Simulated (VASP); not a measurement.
# MgO (P6_3mc) in VASP: vibrations by perturbation theory with PBE

Aim: the vibrations by perturbation theory of MgO with PBE.

All numbers are computed with VASP 6.6.1; they aren't measurements. Logs are shortened: lines on timing, memory, paths and dates and some standing lists are left out, and cuts for length are marked.

**1. The cell of the first run**

The structure is hexagonal, space group P6_3mc (No. 186). Conventional cell: a = 3.315 Å, b = 3.315 Å, c = 5.120 Å, α = 90.00°, β = 90.00°, γ = 120.00°. Within 2.6 Å of Mg (site symmetry 3m) lie 4 O at 1.99 to 2.01 Å. O (site symmetry 3m) has 4 Mg at 1.99 to 2.01 Å within 2.6 Å.

**2. Vibrations by perturbation theory, PBE**

The input, INCAR:

```
ALGO = Normal
EDIFF = 1E-8
ENCUT = 520
GGA = PE
IBRION = 8
ISIF = 2
ISMEAR = 0
LASPH = True
LCHARG = False
LEPSILON = True
LREAL = False
LWAVE = False
NELM = 80
NSW = 1
PREC = Accurate
SIGMA = 0.01
```

The input, KPOINTS:

```
k-points
0
Gamma
  12 12 6
```

The input, POSCAR:

```
MgO
1.0
    3.3150359637      0.0000000000      0.0000000000
   -1.6575179818      2.8709053590      0.0000000000
    0.0000000000      0.0000000000      5.1200048931
Mg O
2 2
Direct
    0.3333333333      0.6666666667      0.0063082363
    0.6666666667      0.3333333333      0.5063082363
    0.3333333333      0.6666666667      0.3982917537
    0.6666666667      0.3333333333      0.8982917537
```

Potentials or basis: VASP PAW PBE potentials, release 64 (Mg, O).

Run with:

```sh
$ cat potpaw_PBE.64/Mg/POTCAR potpaw_PBE.64/O/POTCAR > POTCAR
$ mpirun -np 1 vasp_std > vasp.out
```

OUTCAR:

```text
EDIFF = 1E-8
   ENCUT = 520
   GGA = PE
   IBRION = 8
   ISIF = 2
   ISMEAR = 0
   LASPH = True
   LEPSILON = True
   LREAL = False
   NELM = 80
   NSW = 1
   PREC = Accurate

 ion  position               nearest neighbor table
   1  0.333  0.667  0.006-   4 1.99   4 1.99   4 1.99   3 2.01   2 3.20   2 3.20   2 3.20   2 3.20
                             2 3.20   2 3.20
   2  0.667  0.333  0.506-   3 1.99   3 1.99   3 1.99   4 2.01   1 3.20   1 3.20   1 3.20   1 3.20
                             1 3.20   1 3.20
   3  0.333  0.667  0.398-   2 1.99   2 1.99   2 1.99   1 2.01
   4  0.667  0.333  0.898-   1 1.99   1 1.99   1 1.99   2 2.01

  LATTYP: Found a hexagonal cell.
 ALAT       =     3.3150359637
 C/A-ratio  =     1.5444794413

  Lattice vectors:

 A1 = (   3.3150359637,   0.0000000000,   0.0000000000)
 A2 = (  -1.6575179818,   2.8709053590,   0.0000000000)
 A3 = (   0.0000000000,   0.0000000000,   5.1200048931)

Analysis of symmetry for initial positions (statically):
=====================================================================
 Subroutine PRICEL returns:
 Original cell was already a primitive cell.

 Routine SETGRP: Setting up the symmetry group for a
 hexagonal supercell.

 Subroutine GETGRP returns: Found 12 space group operations
 (whereof  6 operations were pure point group operations)
 out of a pool of 24 trial point group operations.

The static configuration has the point symmetry C_3v.
 The point group associated with its full space group is C_6v.

Analysis of symmetry for dynamics (positions and initial velocities):
=====================================================================
 Subroutine PRICEL returns:
 Original cell was already a primitive cell.

 Routine SETGRP: Setting up the symmetry group for a
 hexagonal supercell.

 Subroutine GETGRP returns: Found 12 space group operations
 (whereof  6 operations were pure point group operations)
 out of a pool of 24 trial point group operations.

The dynamic configuration has the point symmetry C_3v.
 The point group associated with its full space group is C_6v.

 Subroutine INISYM returns: Found 12 space group operations
 (whereof  6 operations are pure point group operations),
 and found     1 'primitive' translations

----------------------------------------------------------------------------------------

                                     Primitive cell

  volume of cell :      48.7279

  direct lattice vectors                    reciprocal lattice vectors
     3.315035964  0.000000000  0.000000000     0.301655853  0.174161088  0.000000000
    -1.657517982  2.870905359  0.000000000     0.000000000  0.348322175  0.000000000
     0.000000000  0.000000000  5.120004893     0.000000000  0.000000000  0.195312313

  length of vectors
     3.315035964  3.315035964  5.120004893     0.348322175  0.348322175  0.195312313

  position of ions in fractional coordinates (direct lattice)
     0.333333333  0.666666667  0.006308236
     0.666666667  0.333333333  0.506308236
     0.333333333  0.666666667  0.398291754
     0.666666667  0.333333333  0.898291754

  ion indices of the primitive-cell ions
   primitive index   ion index
                 1           1
                 2           2
                 3           3
[... 555 lines left out ...]
--------------------------------------- Ionic step       10  -------------------------------------------

------------------------ aborting loop because EDIFF is reached ----------------------------------------

[... ionic steps 11 to 11 ...]

--------------------------------------- Ionic step       12  -------------------------------------------

 Free energy of the ion-electron system (eV)
  ---------------------------------------------------
  ---------------------------------------------------
  free energy    TOTEN  =        -0.37971982 eV

  energy without entropy =       -0.37971982

------------------------ aborting loop because EDIFF is reached ----------------------------------------

 INTERNAL STRAIN TENSOR  FOR ION    3  DIRECTION 3   (eV/Angst):
 -----------------------------------------------------------------------------
     3.93644  0.00000 -0.00000
     0.00000  3.93644  0.00000
     0.00000  0.00000 -9.80910

 MACROSCOPIC STATIC DIELECTRIC TENSOR (including local field effects in DFT)
 ------------------------------------------------------
           2.952727     0.000000     0.000000
           0.000000     2.952727    -0.000000
           0.000000     0.000000     3.047980
 ------------------------------------------------------

 PIEZOELECTRIC TENSOR (including local field effects)  for field in x, y, z        (e  Angst)
          XX          YY          ZZ          XY          YZ          ZX
  --------------------------------------------------------------------------------
  x     0.00000    -0.00000     0.00000    -0.00000     0.00000     0.25792
  y    -0.00000    -0.00000     0.00000     0.00000     0.25792     0.00000
  z     0.19661     0.19661    -0.16982     0.00000     0.00000     0.00000

 PIEZOELECTRIC TENSOR (including local field effects)  for field in x, y, z        (C/m^2)
          XX          YY          ZZ          XY          YZ          ZX
  --------------------------------------------------------------------------------
  x     0.00000    -0.00000     0.00000    -0.00000     0.00000     0.08480
  y    -0.00000    -0.00000     0.00000     0.00000     0.08481     0.00000
  z     0.06465     0.06465    -0.05584     0.00000     0.00000     0.00000

 BORN EFFECTIVE CHARGES (including local field effects) (in |e|, cummulative output)
 ---------------------------------------------------------------------------------
 ion    1
    1     1.80456     0.00000     0.00000
    2     0.00000     1.80456    -0.00000
    3     0.00000     0.00000     1.89509
 ion    2
    1     1.80456     0.00000    -0.00000
    2     0.00000     1.80456     0.00000
    3     0.00000     0.00000     1.89509
 ion    3
    1    -1.80456    -0.00000    -0.00000
    2    -0.00000    -1.80456    -0.00000
    3     0.00000    -0.00000    -1.89509
 ion    4
    1    -1.80456    -0.00000     0.00000
    2    -0.00000    -1.80456     0.00000
    3    -0.00000     0.00000    -1.89509

 INTERNAL STRAIN TENSOR FOR ION    4 for displacements in x,y,z  (eV/Angst):
          X           Y           Z          XY          YZ          ZX
  --------------------------------------------------------------------------------
  x     0.00000    -0.00000    -0.00000     7.59955     0.00000     3.65164
  y     7.59955    -7.59955     0.00000    -0.00000     3.56469     0.00000
  z     3.93644     3.93644    -9.80910     0.00000     0.00000     0.00000

 SECOND DERIVATIVES (NOT SYMMETRIZED)
 ------------------------------------
               1X          1Y          1Z          2X          2Y          2Z          3X          3Y          3Z          4X          4Y          4Z
  1X    -9.494522   -0.000000   -0.000000    0.513332    0.000000   -0.000000    0.756371    0.000000    0.000000    8.224819    0.000000    0.000000
  1Y    -0.000000   -9.494522   -0.000000    0.000000    0.513332    0.000000    0.000000    0.756371    0.000000    0.000000    8.224819   -0.000000
  1Z     0.000000    0.000000  -11.628063    0.000000   -0.000000    4.977981    0.000000    0.000000    3.027998   -0.000000    0.000000    3.622084
  2X     0.513332    0.000000    0.000000   -9.494522   -0.000000   -0.000000    8.224819    0.000000    0.000000    0.756371    0.000000    0.000000
  2Y     0.000000    0.513332    0.000000   -0.000000   -9.494522   -0.000000    0.000000    8.224819    0.000000    0.000000    0.756371    0.000000
  2Z     0.000000    0.000000    4.977981    0.000000    0.000000  -11.628063    0.000000    0.000000    3.622084    0.000000   -0.000000    3.027998
  3X     0.754348    0.000000   -0.000000    8.222468    0.000000   -0.000000   -9.554041   -0.000000    0.000000    0.577225    0.000000    0.000000
  3Y     0.000000    0.754348    0.000000    0.000000    8.222468    0.000000   -0.000000   -9.554041    0.000000    0.000000    0.577225    0.000000
  3Z     0.000000    0.000000    3.033933   -0.000000    0.000000    3.627228   -0.000000    0.000000  -11.272759    0.000000   -0.000000    4.611598
  4X     8.222468    0.000000    0.000000    0.754348    0.000000    0.000000    0.577225    0.000000    0.000000   -9.554041   -0.000000    0.000000
  4Y     0.000000    8.222468   -0.000000    0.000000    0.754348    0.000000    0.000000    0.577225    0.000000   -0.000000   -9.554041   -0.000000
  4Z     0.000000   -0.000000    3.627228    0.000000    0.000000    3.033933    0.000000    0.000000    4.611598    0.000000    0.000000  -11.272759

 Eigenvectors and eigenvalues of the dynamical matrix
 ----------------------------------------------------

   1 f  =   15.599445 THz    98.014204 2PiTHz  520.341478 cm-1    64.514092 meV
             X         Y         Z           dx          dy          dz
     -0.000000  1.913937  0.032298     0.000000   -0.000000   -0.067821
      1.657518  0.956968  2.592301     0.000000   -0.000000    0.067821
     -0.000000  1.913937  2.039256    -0.000000    0.000000   -0.703847
      1.657518  0.956968  4.599258    -0.000000    0.000000    0.703847
[... 71 lines left out ...]
  12 f/i=    0.005287 THz     0.033217 2PiTHz    0.176344 cm-1     0.021864 meV
             X         Y         Z           dx          dy          dz
     -0.000000  1.913937  0.032298    -0.000000   -0.000000   -0.549284
      1.657518  0.956968  2.592301    -0.000000   -0.000000   -0.549284
     -0.000000  1.913937  2.039256    -0.000000   -0.000000   -0.445295
      1.657518  0.956968  4.599258    -0.000000   -0.000000   -0.445295

--------------------------------------------------------------------------------------------------------

 MACROSCOPIC STATIC DIELECTRIC TENSOR IONIC CONTRIBUTION
 ------------------------------------------------------
           2.693606     0.000000     0.000000
           0.000000     2.693606    -0.000000
           0.000000    -0.000000     4.007631
 ------------------------------------------------------

 ELASTIC MODULI CONTR FROM IONIC RELAXATION (kBar)
 Direction    XX          YY          ZZ          XY          YZ          ZX
 --------------------------------------------------------------------------------
 XX        -550.1756    243.7849    381.7092     -0.0000     -0.0000     -0.0000
 YY         243.7849   -550.1756    381.7092     -0.0000      0.0000     -0.0000
 ZZ         381.7092    381.7092   -951.0858      0.0000     -0.0000      0.0000
 XY          -0.0000     -0.0000      0.0000   -396.9803     -0.0000     -0.0000
 YZ          -0.0000      0.0000     -0.0000     -0.0000    -89.4410     -0.0000
 ZX           0.0000     -0.0000      0.0000     -0.0000     -0.0000    -94.9235
 --------------------------------------------------------------------------------

 PIEZOELECTRIC TENSOR IONIC CONTR  for field in x, y, z        (C/m^2)
          XX          YY          ZZ          XY          YZ          ZX
  --------------------------------------------------------------------------------
  x     0.00000    -0.00000     0.00000    -0.00000    -0.00000    -0.47580
  y    -0.00000     0.00000    -0.00000    -0.00000    -0.46186    -0.00000
  z    -0.73729    -0.73729     1.83707    -0.00000     0.00000    -0.00000
```

It took 9.4 min on 1 thread of Intel Xeon 6975P-C (Granite Rapids), shared host; peak memory 0.69 GiB.

Results:

```yaml
Electronic_dielectric_tensor_diagonal: 2.95, 2.95, 3.05
Born_charges_mean_of_the_diagonal: Mg +1.83; O -1.83 e
Highest_phonon_frequency_at_Γ_LO-TO_splitting_left_out: 520 cm⁻¹
```

Phonon frequencies in cm⁻¹ (negative: imaginary):
```
              q point                                frequencies
(0.000, 0.000, 0.000)  0 0 0 187 187 430 433 499 499 503 503 520
```

Electronic dielectric tensor:
```
2.95 0.00 0.00
0.00 2.95 0.00
0.00 0.00 3.05
```

Born effective charge tensors (e):
atom 1, Mg
```
1.80 0.00 0.00
0.00 1.80 0.00
0.00 0.00 1.90
```
atom 2, Mg
```
1.80 0.00 0.00
0.00 1.80 0.00
0.00 0.00 1.90
```
atom 3, O
```
-1.80  0.00  0.00
 0.00 -1.80  0.00
 0.00  0.00 -1.90
```
atom 4, O
```
-1.80  0.00  0.00
 0.00 -1.80  0.00
 0.00  0.00 -1.90
```
